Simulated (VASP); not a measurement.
# KF (P6_3/mmc) in VASP: further runs, part 2 of 2

VASP 6.6.1. Earlier steps stand in the parts before.

### 3 Single point, PBE

This run uses another cell than the first one: it holds 8 atoms, not 4.

File INCAR:

```
SYSTEM = KF
  PREC = Accurate
  ENCUT = 520
  EDIFF = 1E-7
  ISMEAR = 0
  SIGMA = 0.02
  LREAL = .FALSE.
  LASPH = .TRUE.
  NELM = 100
  ALGO = Normal
  ISIF = 2
  LWAVE = .FALSE.
  LCHARG = .FALSE.
  GGA = PE
  NBANDS = 42
```

File KPOINTS:

```
regular mesh
0
G
  9 9 3
  0 0 0
```

File POSCAR:

```
KF
1.0
    3.7821465558      0.0000000000      0.0000000000
   -1.8910732779      3.2754349981      0.0000000000
    0.0000000000      0.0000000000     12.8515016233
K F
4 4
Direct
    0.0000000000      0.0000000000      0.0000000000
    0.3333333333      0.6666666667      0.2500000000
    0.0000000000      0.0000000000      0.5000000000
    0.6666666667      0.3333333333      0.7500000000
    0.6666666667      0.3333333333      0.1233644922
    0.6666666667      0.3333333333      0.3766355078
    0.3333333333      0.6666666667      0.6233644922
    0.3333333333      0.6666666667      0.8766355078
```

Potentials or basis: VASP PAW PBE potentials, release 64 (K_sv, F).

On the command line:

```
cat potpaw_PBE.64/K_sv/POTCAR potpaw_PBE.64/F/POTCAR > POTCAR
mpirun -np 1 vasp_std > vasp.out
```

OUTCAR:

```text
SYSTEM = KF
   PREC = Accurate
   ENCUT = 520
   EDIFF = 1E-7
   ISMEAR = 0
   LREAL = .FALSE.
   LASPH = .TRUE.
   NELM = 100
   ISIF = 2
   GGA = PE

 ion  position               nearest neighbor table
   1  0.000  0.000  0.000-   5 2.70   8 2.70   8 2.70   5 2.70   5 2.70   8 2.70
   2  0.333  0.667  0.250-   5 2.72   6 2.72   5 2.72   6 2.72   5 2.72   6 2.72
   3  0.000  0.000  0.500-   6 2.70   7 2.70   7 2.70   6 2.70   6 2.70   7 2.70
   4  0.667  0.333  0.750-   7 2.72   8 2.72   7 2.72   8 2.72   7 2.72   8 2.72
   5  0.667  0.333  0.123-   1 2.70   1 2.70   1 2.70   2 2.72   2 2.72   2 2.72
   6  0.667  0.333  0.377-   3 2.70   3 2.70   3 2.70   2 2.72   2 2.72   2 2.72
   7  0.333  0.667  0.623-   3 2.70   3 2.70   3 2.70   4 2.72   4 2.72   4 2.72
   8  0.333  0.667  0.877-   1 2.70   1 2.70   1 2.70   4 2.72   4 2.72   4 2.72

  LATTYP: Found a hexagonal cell.
 ALAT       =     3.7821465558
 C/A-ratio  =     3.3979385605

  Lattice vectors:

 A1 = (   3.7821465558,   0.0000000000,   0.0000000000)
 A2 = (  -1.8910732779,   3.2754349981,   0.0000000000)
[... 193 lines left out ...]
 fundamental gap:      5.7244656949
 Fermi energy:        -2.5895735976

 k-point     1 :       0.0000    0.0000    0.0000
  band No.  band energies     occupation
      1     -29.2644      2.00000
      2     -29.2594      2.00000
      3     -29.0371      2.00000
      4     -29.0317      2.00000
      5     -21.5560      2.00000
      6     -21.5399      2.00000
[... 1069 lines left out ...]
     41       8.1154      0.00000
     42       8.1193      0.00000

------------------------ aborting loop because EDIFF is reached ----------------------------------------

  FORCE on cell =-STRESS in cart. coord.  units (eV):
  Direction    XX          YY          ZZ          XY          YZ          ZX
  --------------------------------------------------------------------------------------
  -------------------------------------------------------------------------------------
  Total       -0.0052799     -0.0052799      0.0204498      0.0000000     -0.0000000      0.0000000
  in kB       -0.0531340     -0.0531340      0.2057969      0.0000000     -0.0000000      0.0000000
  external PRESSURE =       0.0331763 kB  Pullay stress =       0.0000000 kB

 VOLUME and BASIS-vectors are now :
 -----------------------------------------------------------------------------
  energy-cutoff  :      520.00
  volume of cell :      159.21
      direct lattice vectors                 reciprocal lattice vectors
     3.782146556  0.000000000  0.000000000     0.264400119  0.152651480  0.000000000
    -1.891073278  3.275434998  0.000000000     0.000000000  0.305302960  0.000000000
     0.000000000  0.000000000 12.851501623     0.000000000  0.000000000  0.077811919

 POSITION                                       TOTAL-FORCE (eV/Angst)
 -----------------------------------------------------------------------------------
      0.00000      0.00000      0.00000        -0.000000      0.000000      0.000000
     -0.00000      2.18362      3.21288        -0.000000      0.000000     -0.000000
      0.00000      0.00000      6.42575        -0.000000      0.000000      0.000000
      1.89107      1.09181      9.63863         0.000000     -0.000000      0.000000
      1.89107      1.09181      1.58542        -0.000000      0.000000     -0.000993
      1.89107      1.09181      4.84033        -0.000000     -0.000000      0.000993
     -0.00000      2.18362      8.01117        -0.000000      0.000000     -0.000993
     -0.00000      2.18362     11.26608         0.000000     -0.000000      0.000993
 -----------------------------------------------------------------------------------
    total drift:                                0.000000     -0.000000      0.000000

  FREE ENERGIE OF THE ION-ELECTRON SYSTEM (eV)
  ---------------------------------------------------
  free  energy   TOTEN  =       -33.0553897343 eV

  energy  without entropy=      -33.0553897343  energy(sigma->0) =      -33.05538973
```

stdout:

```text
POSCAR found type information on POSCAR K F
 POSCAR found :  2 types and       8 ions
 scaLAPACK will be used
 LDA part: xc-table for (Slater+PW92), standard interpolation
 POSCAR, INCAR and KPOINTS ok, starting setup
 FFT: planning ... GRIDC
 FFT: planning ... GRID_SOFT
 FFT: planning ... GRID
 WAVECAR not read
 entering main loop
```

Run time: 3.1 min. Hardware: 1 thread of Oxide Virtual Turin-like, shared host; peak memory 0.28 GiB.

Results:

- Free energy: -33.0554 eV
- Pressure: 0.0 GPa
- Band gap on the k mesh: 5.72 eV, direct

A k mesh can miss the band edges. Expect the measured gap to be larger: semilocal functionals such as PBE lack the derivative discontinuity.

### 4 Relaxation of cell and atoms, PBE

This run uses another cell than the first one, of 19.89 Å³/atom, 1.003 times its volume.

File INCAR:

```
SYSTEM = KF
PREC     = Accurate       ! precision mode
ENCUT    = 600            ! plane-wave cutoff, eV
EDIFF    = 1E-6           ! SCF threshold, eV
ISMEAR   = 0              ! smearing method
SIGMA    = 0.02           ! smearing width, eV
LREAL    = .False.        ! projectors in reciprocal space
LASPH    = .True.         ! aspherical terms in the spheres
NELM     = 60             ! most SCF steps
ALGO     = Normal         ! electronic algorithm
ISIF     = 3              ! what is computed and relaxed
LWAVE    = .False.        ! write WAVECAR
LCHARG   = .False.        ! write CHGCAR
GGA      = PE             ! functional
IBRION   = 2              ! ionic algorithm
NSW      = 65             ! ionic steps
EDIFFG   = -0.01          ! ionic threshold
```

File KPOINTS:

```
regular mesh
0
Gamma
  9 9 6
  0 0 0
```

File POSCAR:

```
KF
1.0
    3.8319348817      0.0000000000      0.0000000000
   -1.9159674408      3.3185529532      0.0000000000
    0.0000000000      0.0000000000      6.2574556409
K F
2 2
Direct
    0.0000000000      0.0000000000      0.0000000000
    0.3333333333      0.6666666667      0.5000000000
    0.6666666667      0.3333333333      0.2500000000
    0.6666666667      0.3333333333      0.7500000000
```

On the command line:

```
cat potpaw_PBE.64/K_sv/POTCAR potpaw_PBE.64/F/POTCAR > POTCAR
mpirun -np 1 vasp_std > vasp.out
```

Run time: 4.9 min. Hardware: 1 thread of Oxide Virtual Turin-like, shared host; peak memory 0.24 GiB.

The run converged. Its results:

* Free energy: -16.4698 eV
* Relaxed volume: 19.84 Å³/atom
* Relaxed cell: a = 3.741 Å, b = 3.741 Å, c = 6.549 Å, α = 90.00°, β = 90.00°, γ = 120.00°
* Space group after relaxing (to 0.05 Å): P6_3/mmc (No. 194)
* Energy gained by relaxing: 9.6 meV/atom
* Ionic steps: 6
* Pressure after relaxing: 0.0 GPa
* Band gap on the k mesh: 5.56 eV, direct

The path:
| step | energy change (eV) | largest force (eV/Å) | pressure (GPa) | volume (Å³) |
| --- | --- | --- | --- | --- |
| 1 | 0.0000 | 0.0000 | 0.03 | 79.57 |
| 2 | -0.0179 | 0.0000 | 0.01 | 79.61 |
| 3 | -0.0380 | 0.0000 | -0.10 | 79.61 |
| 4 | -0.0382 | 0.0000 | -0.11 | 79.61 |
| 5 | -0.0382 | 0.0000 | -0.11 | 79.61 |
| 6 | -0.0383 | 0.0000 | -0.03 | 79.37 |

Final structure:
```cif
data_structure
_symmetry_space_group_name_H-M 'P 1'
_symmetry_Int_Tables_number 1
_cell_length_a 3.7409
_cell_length_b 3.7409
_cell_length_c 6.5486
_cell_angle_alpha 90.000
_cell_angle_beta 90.000
_cell_angle_gamma 120.000
_cell_volume 79.37
loop_
_atom_site_label
_atom_site_type_symbol
_atom_site_fract_x
_atom_site_fract_y
_atom_site_fract_z
_atom_site_occupancy
K1 K 0.00000 0.00000 0.00000 1
K2 K 0.33333 0.66667 0.50000 1
F1 F 0.66667 0.33333 0.25000 1
F2 F 0.66667 0.33333 0.75000 1
```

Levels at points of the mesh, in eV from the valence-band top:
```
           k point  band 13  band 14  band 15  band 16  band 17  band 18  band 19  band 20
(0.00, 0.00, 0.00)    -0.33    -0.29    -0.29     0.00     5.56     8.14     9.81    10.01
(0.00, 0.00, 0.50)    -0.32    -0.32    -0.32    -0.32     6.83     6.83     9.67     9.67
```

A k mesh can miss the band edges.

### 5 Summary

| task | cell | k mesh | cutoff (eV) | gap on the mesh (eV) | pressure (GPa) |
| --- | --- | --- | --- | --- | --- |
| single point | a = 3.740, b = 3.740, c = 6.551 Å, angles 90.0, 90.0, 120.0°, 4 atoms | 9 × 9 × 6 | 520 | 5.56 | 0.0 |
| single point | a = 3.782, b = 3.782, c = 12.852 Å, angles 90.0, 90.0, 120.0°, 8 atoms | 9 × 9 × 3 | 520 | 5.72 | 0.0 |
| relaxation of cell and atoms | relaxed from a = 3.832, b = 3.832, c = 6.257 Å, angles 90.0, 90.0, 120.0°, 4 atoms | 9 × 9 × 6 | 600 | 5.56 | 0.0 |

Alike in all rows: level PBE; potentials or basis VASP PAW PBE potentials, release 64 (K_sv, F); no spin polarisation; smearing gaussian 0.02 eV.

Total energies depend on the potentials used, so only differences within one code and one set of settings carry meaning.
